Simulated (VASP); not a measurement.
# Ta2N (R-3m) in VASP: notebook

Ta2N is run at these levels: r2SCAN; tasks: single point.

All numbers are computed with VASP 6.6.1; they aren't measurements. Logs are shortened: lines on timing, memory, paths and dates and some standing lists are left out, and cuts for length are marked.

## Step 1: The cell of the first run

It takes space group R-3m (No. 166, trigonal). The conventional cell has a = 3.146 Å, b = 3.146 Å, c = 14.253 Å, α = 90.00°, β = 90.00°, γ = 120.00°. Within 3.0 Å of Ta (site symmetry 3m) lie 3 N at 2.17 Å and 6 Ta at 2.99 Å. Within 2.9 Å of N (site symmetry -3m) lie 6 Ta at 2.17 Å.

## Step 2: Single point, r2SCAN

POSCAR reads:

```
Ta2N
1.0
    1.5730432106      0.9081969211      4.7509929007
   -1.5730432106      0.9081969211      4.7509929007
    0.0000000000     -1.8163938421      4.7509929007
Ta N
2 1
Direct
    0.7500000000      0.7500000000      0.7500000000
    0.2500000000      0.2500000000      0.2500000000
    0.0000000000      0.0000000000      0.0000000000
```

INCAR.step1 reads:

```
PREC = Accurate
ENCUT = 660
ISMEAR = 0
SIGMA = 0.1
LREAL = F
LASPH = T
NELM = 120
NBANDS = 20
GGA = PE
ALGO = Normal
EDIFF = 1E-5
LWAVE = T
LCHARG = F
GGA_COMPAT = F
```

INCAR.step2 reads:

```
PREC = Accurate
ENCUT = 660
EDIFF = 1E-6
ISMEAR = 0
SIGMA = 0.1
LREAL = F
LASPH = T
NELM = 120
ALGO = Normal
ISIF = 2
LWAVE = F
LCHARG = T
METAGGA = R2SCAN
LMIXTAU = T
LELF = T
LVHAR = T
NBANDS = 20
ISTART = 1
GGA_COMPAT = F
```

KPOINTS reads:

```
regular mesh
0
Gamma
  6 6 6
```

Potentials or basis: VASP PAW PBE potentials, release 64 (Ta_pv, N).

Launch:

```
cat potpaw_PBE.64/Ta_pv/POTCAR potpaw_PBE.64/N/POTCAR > POTCAR
cp INCAR.step1 INCAR
mpirun -np 1 vasp_std > vasp.out
cp INCAR.step2 INCAR
mpirun -np 1 vasp_std > vasp.out
```

OUTCAR:

```text
PREC = Accurate
   ENCUT = 660
   EDIFF = 1E-6
   ISMEAR = 0
   LREAL = F
   LASPH = T
   NELM = 120
   ISIF = 2
   METAGGA = R2SCAN
   ISTART = 1

 ion  position               nearest neighbor table
   1  0.750  0.750  0.750-   3 2.17   3 2.17   3 2.17   2 2.99   2 2.99   2 2.99   2 2.99   2 2.99
                             2 2.99
   2  0.250  0.250  0.250-   3 2.17   3 2.17   3 2.17   1 2.99   1 2.99   1 2.99   1 2.99   1 2.99
                             1 2.99
   3  0.000  0.000  0.000-   1 2.17   2 2.17   1 2.17   1 2.17   2 2.17   2 2.17

  LATTYP: Found a trigonal (rhomboedric) cell.
 ALAT       =     5.0863759331
 COS(alpha) =     0.8087090652

  Lattice vectors:

 A1 = (   1.5730432106,   0.9081969211,   4.7509929007)
 A2 = (  -1.5730432106,   0.9081969211,   4.7509929007)
 A3 = (   0.0000000000,  -1.8163938421,   4.7509929007)

Analysis of symmetry for initial positions (statically):
=====================================================================
 Subroutine PRICEL returns:
 Original cell was already a primitive cell.

 Routine SETGRP: Setting up the symmetry group for a
 trigonal (rhombohedral) supercell.

 Subroutine GETGRP returns: Found 12 space group operations
 (whereof 12 operations were pure point group operations)
 out of a pool of 12 trial point group operations.

The static configuration has the point symmetry D_3d.

Analysis of symmetry for dynamics (positions and initial velocities):
=====================================================================
 Subroutine PRICEL returns:
 Original cell was already a primitive cell.

 Routine SETGRP: Setting up the symmetry group for a
 trigonal (rhombohedral) supercell.

 Subroutine GETGRP returns: Found 12 space group operations
 (whereof 12 operations were pure point group operations)
 out of a pool of 12 trial point group operations.

The dynamic configuration has the point symmetry D_3d.

 Subroutine INISYM returns: Found 12 space group operations
 (whereof 12 operations are pure point group operations),
 and found     1 'primitive' translations

----------------------------------------------------------------------------------------

                                     Primitive cell

  volume of cell :      40.7246

  direct lattice vectors                    reciprocal lattice vectors
     1.573043211  0.908196921  4.750992901     0.317855223  0.183513798  0.070160773
    -1.573043211  0.908196921  4.750992901    -0.317855223  0.183513798  0.070160773
     0.000000000 -1.816393842  4.750992901     0.000000000 -0.367027597  0.070160773

  length of vectors
     5.086375933  5.086375933  5.086375933     0.373673375  0.373673375  0.373673375

  position of ions in fractional coordinates (direct lattice)
     0.750000000  0.750000000  0.750000000
     0.250000000  0.250000000  0.250000000
     0.000000000  0.000000000  0.000000000

  ion indices of the primitive-cell ions
   primitive index   ion index
                 1           1
                 2           2
                 3           3

----------------------------------------------------------------------------------------

 KPOINTS: regular mesh

Automatic generation of k-mesh.
 Grid dimensions read from file:
 generate k-points for:    6    6    6

 Generating k-lattice:

  Cartesian coordinates                     Fractional coordinates (reciprocal lattice)
     0.052975870  0.030585633  0.011693462     0.166666667  0.000000000 -0.000000000
    -0.052975870  0.030585633  0.011693462     0.000000000  0.166666667 -0.000000000
     0.000000000 -0.061171266  0.011693462    -0.000000000 -0.000000000  0.166666667

  Length of vectors
     0.062278896  0.062278896  0.062278896

  Shift w.r.t. Gamma in fractional coordinates (k-lattice)
     0.000000000  0.000000000  0.000000000

 Subroutine IBZKPT returns following result:
 ===========================================

 Found     32 irreducible k-points:

 Following reciprocal coordinates:
            Coordinates               Weight
  0.000000  0.000000  0.000000      1.000000
  0.166667 -0.000000 -0.000000      6.000000
  0.333333 -0.000000 -0.000000      6.000000
  0.500000  0.000000 -0.000000      3.000000
  0.166667  0.166667 -0.000000      6.000000
  0.333333  0.166667 -0.000000     12.000000
[... 16 lines left out ...]
  0.500000  0.500000  0.166667      6.000000
 -0.333333  0.500000  0.166667     12.000000
 [... further k-points ...]
   k-points           NKPTS =     32   k-points in BZ     NKDIM =     32   number of bands    NBANDS=     20
   number of dos      NEDOS =    301   number of ions     NIONS =      3
   total plane-waves  NPLWV = 110592
   dimension x,y,z NGX =    48 NGY =   48 NGZ =   48
   dimension x,y,z NGXF=    96 NGYF=   96 NGZF=   96
   ions per type =               2   1
   NGX,Y,Z   is equivalent  to a cutoff of  15.69, 15.69, 15.69 a.u.
   NGXF,Y,Z  is equivalent  to a cutoff of  31.38, 31.38, 31.38 a.u.
 SYSTEM =  unknown system
   PREC   = accura    normal or accurate (medium, high low for compatibility)
   ISTART =      1    job   : 0-new  1-cont  2-samecut
   ICHARG =      0    charge: 1-file 2-atom 10-const
   ISPIN  =      1    spin polarized calculation?
   LNONCOLLINEAR =      F non collinear calculations
   LSORBIT =      F    spin-orbit coupling
   LASPH  =      T    aspherical Exc in radial PAW
   ENCUT  =  660.0 eV  48.51 Ry    6.96 a.u.  10.65 10.65 10.65*2*pi/ulx,y,z
   NELM   =    120;   NELMIN=  2; NELMDL=  0     # of ELM steps
   EDIFF  = 0.1E-05   stopping-criterion for ELM
   LREAL  =      F    real-space projection
   EDIFFG = 0.1E-04   stopping-criterion for IOM
   NSW    =      0    number of steps for IOM
   IBRION =     -1    ionic relax: 0-MD 1-quasi-New 2-CG
   NFREE  =      0    steps in history (QN), initial steepest desc. (CG)
   ISIF   =      2    stress and relaxation
   ISYM   =      2    0-nonsym 1-usesym 2-fastsym
   POTIM  = 0.5000    time-step for ionic-motion
   TEBEG  =    0.0;   TEEND  =   0.0 temperature during run
   PSTRESS=    0.0 pullay stress
   NELECT =      27.0000    total number of electrons
   NUPDOWN=      -1.0000    fix difference up-down
   EMIN   =  10.00;   EMAX   =-10.00  energy-range for DOS
   EFERMI =   0.00;   METHOD = LEGACY
   ISMEAR =     0;   SIGMA  =   0.10  broadening in eV -4-tet -1-fermi 0-gaus
   EFERMI_NEDOS =   21; number of points for ismear=-14 and -15
   IALGO  =     38    algorithm
   IMIX   =      4    mixing-type and parameters
     AMIX     =   0.40;   BMIX     =  1.00
     AMIX_MAG =   1.60;   BMIX_MAG =  1.00
  volume/ion in A,a.u.               =      13.57        91.61
  Fermi-wavevector in a.u.,A,eV,Ry     =   1.427504  2.697591 27.725510  2.037768
  Thomas-Fermi vector in A             =   2.547666
   LORBIT       =      0    0 simple, 1 ext, 2 COOP (PROOUT), +10 PAW based schemes
   METAGGA = R2SCAN    functional components
   LHFCALC =     F    Hartree Fock is set to
   AEXX    =    0.0000 exact exchange contribution
   IVDW    =     0    specifies the selected vdW correction
   LEPSILON=     F    determine dielectric tensor
   LRPA    =     F    only Hartree local field effects (RPA)
 non-spin polarized calculation
 Gauss-broadening in eV      SIGMA  =   0.10
  energy-cutoff  :      660.00
  volume of cell :       40.72
 maximum number of plane-waves:      1592
 NGX is ok and might be reduce to    48
   NGX = 21   NGY = 21   NGZ = 21

 number of electron      27.0000000 magnetization

 Free energy of the ion-electron system (eV)
  ---------------------------------------------------
  ext. energy  EPLUGINS =         0.00000000
  ---------------------------------------------------
  free energy    TOTEN  =      -108.58998441 eV

  energy without entropy =     -108.58343724  energy(sigma->0) =     -108.58671083

 E-fermi :   7.2913     XC(G=0): -13.9388

 val. band max:        7.2641513109   @ k =   0.5000   0.3333   0.1667
 cond. band min:       7.3091278144   @ k =   0.5000   0.3333  -0.0000
 fundamental gap:      0.0449765035
 Fermi energy:         7.2913293550

 k-point     1 :       0.0000    0.0000    0.0000
  band No.  band energies     occupation
      1     -29.5312      2.00000
      2     -28.8357      2.00000
      3     -28.8357      2.00000
      4     -28.6819      2.00000
      5     -28.6819      2.00000
      6     -28.4492      2.00000
[... 12 lines left out ...]
     19      10.2475      0.00000
     20      12.4011      0.00000

 k-point     2 :       0.1667   -0.0000   -0.0000
  band No.  band energies     occupation
      1     -29.4402      2.00000
      2     -28.9643      2.00000
      3     -28.8588      2.00000
      4     -28.8412      2.00000
      5     -28.7236      2.00000
      6     -28.5004      2.00000
[... 12 lines left out ...]
     19      10.9196      0.00000
     20      12.1928      0.00000

 k-point     3 :       0.3333   -0.0000   -0.0000
  band No.  band energies     occupation
      1     -29.2612      2.00000
      2     -29.1927      2.00000
      3     -29.1114      2.00000
      4     -28.8984      2.00000
      5     -28.8120      2.00000
      6     -28.6539      2.00000
[... 12 lines left out ...]
     19      12.2138      0.00000
     20      13.1140      0.00000

 k-point     4 :       0.5000    0.0000   -0.0000
  band No.  band energies     occupation
      1     -29.3668      2.00000
      2     -29.2835      2.00000
      3     -28.9171      2.00000
      4     -28.9094      2.00000
      5     -28.8777      2.00000
      6     -28.8645      2.00000
[... 12 lines left out ...]
     19      11.3164      0.00000
     20      13.5394      0.00000

 k-point     5 :       0.1667    0.1667   -0.0000
  band No.  band energies     occupation
      1     -29.4346      2.00000
      2     -28.9255      2.00000
      3     -28.8878      2.00000
      4     -28.8870      2.00000
      5     -28.6946      2.00000
      6     -28.4994      2.00000
[... 12 lines left out ...]
     19      11.3413      0.00000
     20      11.4431      0.00000

 k-point     6 :       0.3333    0.1667   -0.0000
  band No.  band energies     occupation
      1     -29.3294      2.00000
      2     -29.1237      2.00000
      3     -29.0620      2.00000
      4     -28.8930      2.00000
      5     -28.7956      2.00000
      6     -28.5760      2.00000
[... 12 lines left out ...]
     19      11.7914      0.00000
     20      12.4221      0.00000

 k-point     7 :       0.5000    0.1667   -0.0000
  band No.  band energies     occupation
      1     -29.3437      2.00000
      2     -29.2530      2.00000
      3     -29.0880      2.00000
      4     -28.9802      2.00000
      5     -28.8205      2.00000
      6     -28.7323      2.00000
[... 12 lines left out ...]
     19      12.2881      0.00000
     20      13.1157      0.00000
[... 277 lines left out ...]
 k-point    20 :       0.5000    0.3333    0.1667
  band No.  band energies     occupation
      1     -29.3429      2.00000
      2     -29.1954      2.00000
      3     -28.9816      2.00000
      4     -28.8136      2.00000
      5     -28.7989      2.00000
      6     -28.6473      2.00000
[... 12 lines left out ...]
     19      11.7826      0.00000
     20      12.4610      0.00000

 k-point    21 :      -0.3333    0.3333    0.1667
  band No.  band energies     occupation
      1     -29.4359      2.00000
      2     -29.3211      2.00000
      3     -29.0008      2.00000
      4     -28.9558      2.00000
      5     -28.7655      2.00000
      6     -28.7280      2.00000
[... 12 lines left out ...]
     19      12.2418      0.00000
     20      13.1153      0.00000

 k-point    22 :      -0.1667    0.3333    0.1667
  band No.  band energies     occupation
      1     -29.3876      2.00000
      2     -29.3158      2.00000
      3     -29.0908      2.00000
      4     -28.9162      2.00000
      5     -28.8754      2.00000
      6     -28.6217      2.00000
[... 12 lines left out ...]
     19      12.3735      0.00000
     20      13.3349      0.00000

 k-point    23 :       0.5000    0.5000    0.1667
  band No.  band energies     occupation
      1     -29.4321      2.00000
      2     -29.3288      2.00000
      3     -28.9844      2.00000
      4     -28.8018      2.00000
      5     -28.7234      2.00000
      6     -28.6383      2.00000
[... 12 lines left out ...]
     19      11.9508      0.00000
     20      12.9704      0.00000

 k-point    24 :      -0.3333    0.5000    0.1667
  band No.  band energies     occupation
      1     -29.4836      2.00000
      2     -29.3620      2.00000
      3     -29.0583      2.00000
      4     -28.8608      2.00000
      5     -28.7660      2.00000
      6     -28.6660      2.00000
[... 12 lines left out ...]
     19      12.3460      0.00000
     20      13.0817      0.00000

 [... further k-points ...]

------------------------ aborting loop because EDIFF is reached ----------------------------------------

  FORCE on cell =-STRESS in cart. coord.  units (eV):
  Direction    XX          YY          ZZ          XY          YZ          ZX
  --------------------------------------------------------------------------------------
  -------------------------------------------------------------------------------------
  Total       -2.0651432     -2.0651432      3.1480375      0.0000000      0.0000000      0.0000000
  in kB      -81.2464580    -81.2464580    123.8494767      0.0000000      0.0000000      0.0000000
  external PRESSURE =     -12.8811464 kB  Pullay stress =       0.0000000 kB

 VOLUME and BASIS-vectors are now :
 -----------------------------------------------------------------------------
  energy-cutoff  :      660.00
  volume of cell :       40.72
      direct lattice vectors                 reciprocal lattice vectors
     1.573043211  0.908196921  4.750992901     0.317855223  0.183513798  0.070160773
    -1.573043211  0.908196921  4.750992901    -0.317855223  0.183513798  0.070160773
     0.000000000 -1.816393842  4.750992901     0.000000000 -0.367027597  0.070160773

 POSITION                                       TOTAL-FORCE (eV/Angst)
 -----------------------------------------------------------------------------------
      0.00000      0.00000     10.68973         0.000000      0.000000      0.120561
      0.00000      0.00000      3.56324         0.000000     -0.000000     -0.120561
      0.00000      0.00000      0.00000         0.000000     -0.000000     -0.000000
 -----------------------------------------------------------------------------------
    total drift:                                0.000000     -0.000000     -0.000000

  FREE ENERGIE OF THE ION-ELECTRON SYSTEM (eV)
  ---------------------------------------------------
  free  energy   TOTEN  =      -108.5899844134 eV

  energy  without entropy=     -108.5834372414  energy(sigma->0) =     -108.58671083
```

It took 8.7 min on 1 thread of Oxide Virtual Turin-like, shared host; peak memory 0.35 GiB.

What came out:

```yaml
Free_energy: -108.5900 eV
Pressure: -1.3 GPa
Largest_force: 0.121 eV/Å
Band_gap_on_the_k_mesh: zero (an odd number of electrons rules out a gap without spin polarisation)
```

Forces in eV/Å, atoms in the order of the input:
```
Ta   0.000  0.000  0.121
Ta   0.000  0.000 -0.121
N    0.000  0.000  0.000
```

Stress tensor (GPa, compression positive):
```
-8.12  0.00  0.00
 0.00 -8.12  0.00
 0.00  0.00 12.38
```

Levels at points of the mesh, in eV from the Fermi level:
| k point | band 10 | band 11 | band 12 | band 13 | band 14 | band 15 | band 16 | band 17 |
| --- | --- | --- | --- | --- | --- | --- | --- | --- |
| (0.00, 0.00, 0.00) | -6.70 | -5.01 | -1.22 | -1.22 | 0.17 | 1.21 | 1.96 | 1.96 |
| (0.50, 0.00, 0.00) | -6.47 | -3.61 | -2.80 | -1.38 | 0.49 | 1.06 | 3.32 | 3.52 |
| (0.50, 0.50, 0.00) | -6.48 | -4.42 | -2.90 | -0.52 | 1.57 | 1.97 | 3.87 | 4.20 |
| (0.50, 0.50, 0.50) | -6.53 | -2.55 | -2.27 | -0.44 | -0.44 | 1.20 | 1.20 | 1.50 |

Caveat: the k points lie up to 0.39 Å⁻¹ apart, too coarse for converged energies and pressures of a metal; the PAW data sets were made with another functional, which shifts forces and pressure a little; spin-orbit coupling is left out, which moves the levels of the heavy elements.

## Step 3: Single point, r2SCAN, collinear spin

POSCAR is that of step 2.

INCAR.step1 reads:

```
SYSTEM = Ta2N
PREC = Accurate
ENCUT = 660
ISMEAR = 0
SIGMA = 0.1
LREAL = .FALSE.
LASPH = .TRUE.
NELM = 200
ISPIN = 2
MAGMOM = 1 1 0
LMAXMIX = 4
NBANDS = 24
GGA = PE
ALGO = Normal
EDIFF = 1E-5
LWAVE = .TRUE.
LCHARG = .FALSE.
GGA_COMPAT = .FALSE.
```

INCAR.step2 reads:

```
SYSTEM = Ta2N
PREC = Accurate
ENCUT = 660
EDIFF = 1E-6
ISMEAR = 0
SIGMA = 0.1
LREAL = .FALSE.
LASPH = .TRUE.
NELM = 200
ALGO = Normal
ISIF = 2
LWAVE = .FALSE.
LCHARG = .FALSE.
ISPIN = 2
MAGMOM = 1 1 0
LORBIT = 11
LMAXMIX = 4
METAGGA = R2SCAN
LMIXTAU = .TRUE.
NBANDS = 24
ISTART = 1
GGA_COMPAT = .FALSE.
```

KPOINTS reads:

```
regular mesh
0
G
  6 6 6
  0 0 0
```

Potentials or basis: VASP PAW PBE potentials, release 64 (Ta_pv, N).

Launch:

```
cat potpaw_PBE.64/Ta_pv/POTCAR potpaw_PBE.64/N/POTCAR > POTCAR
cp INCAR.step1 INCAR
mpirun -np 1 vasp_std > vasp.out
cp INCAR.step2 INCAR
mpirun -np 1 vasp_std > vasp.out
```

It took 24 min on 1 thread of Oxide Virtual Turin-like, shared host; peak memory 0.46 GiB.

Results (log left out):

```yaml
Free_energy: -108.5900 eV
Pressure: -1.3 GPa
Largest_force: 0.120 eV/Å
Net_moment: 0.00 μB per cell
Valence_electrons_inside_the_program's_atomic_spheres: Ta 8.91; N 3.79
```

Forces on the atoms (eV/Å):
```
Ta   0.000  0.000  0.120
Ta   0.000  0.000 -0.120
N    0.000  0.000  0.000
```

Stress tensor (GPa, compression positive):
```
-8.12  0.00  0.00
 0.00 -8.12  0.00
 0.00  0.00 12.39
```

Levels at points of the mesh, in eV from the Fermi level:
Spin up:
```tsv
k point	band 11	band 12	band 13	band 14	band 15	band 16
(0.00, 0.00, 0.00)	-5.01	-1.22	-1.22	0.17	1.21	1.96
(0.50, 0.00, 0.00)	-3.61	-2.80	-1.38	0.49	1.06	3.32
(0.50, 0.50, 0.00)	-4.42	-2.90	-0.52	1.57	1.97	3.87
(0.50, 0.50, 0.50)	-2.55	-2.27	-0.44	-0.44	1.20	1.20
```
Spin down:
```csv
k point,band 9,band 10,band 11,band 12,band 13,band 14,band 15,band 16,band 17,band 18
"(0.00, 0.00, 0.00)",-6.70,-6.70,-5.01,-1.22,-1.22,0.17,1.21,1.96,1.96,2.96
"(0.50, 0.00, 0.00)",-6.79,-6.47,-3.61,-2.80,-1.38,0.49,1.06,3.32,3.52,3.97
"(0.50, 0.50, 0.00)",-6.69,-6.48,-4.42,-2.90,-0.52,1.57,1.97,3.87,4.20,4.81
"(0.50, 0.50, 0.50)",-6.53,-6.53,-2.55,-2.27,-0.44,-0.44,1.20,1.20,1.50,1.50
```

Caveat: the k points lie up to 0.39 Å⁻¹ apart; the PAW data sets were made with another functional, which shifts forces and pressure a little; spin-orbit coupling is left out, which moves the levels of the heavy elements.

The gap in the log of VASP goes by the Fermi energy; the results here count the filled bands.